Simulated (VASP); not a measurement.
Wanted: the native input for a VASP 6.6.1 run.

| Quantity | Value |
| --- | --- |
| Task | single point |
| Functional | PBE |
| Potentials or basis | VASP PAW PBE potentials, release 64 (Al, N) |
| Cutoff | 600 eV |
| k mesh | 10 × 10 × 10 |
| Occupations | gaussian, width 0.01 eV |
| Spin | no spin polarisation |
| Dipole correction | no |
| Further INCAR settings | ALGO = Normal; EDIFF = 1e-06; NBANDS = 11 |

The structure of AlN (rock salt) lies in POSCAR:

```
AlN
1.0
    0.0000000000      2.0491148942      2.0491148942
    2.0491148942      0.0000000000      2.0491148942
    2.0491148942      2.0491148942      0.0000000000
Al N
1 1
Direct
    0.0000000000      0.0000000000      0.0000000000
    0.5000000000      0.5000000000      0.5000000000
```

This cell differs from its parent crystal: volume scaled by 1.04.

The input as run:

INCAR

```
SYSTEM = AlN
PREC = Accurate
ENCUT = 600
EDIFF = 1E-6
ISMEAR = 0
SIGMA = 0.01
LREAL = .False.
LASPH = .True.
NELM = 120
ALGO = Normal
ISIF = 2
LWAVE = .False.
LCHARG = .False.
GGA = PE
NBANDS = 11
GGA_COMPAT = .False.
```

KPOINTS

```
Automatic mesh
0
Gamma
  10 10 10
  0 0 0
```

Potentials or basis: VASP PAW PBE potentials, release 64 (Al, N).

The run is started by

```bash
$ cat potpaw_PBE.64/Al/POTCAR potpaw_PBE.64/N/POTCAR > POTCAR
$ mpirun -np 1 vasp_std > vasp.out
```

It gave:

```json
{"Pressure": "-5.3 GPa", "Band gap on the k mesh": "4.22 eV, indirect (least direct gap 5.11 eV)"}
```

Run time: 9 s on 1 thread of Intel Xeon 6455B (shared host), peak memory 0.14 GiB.
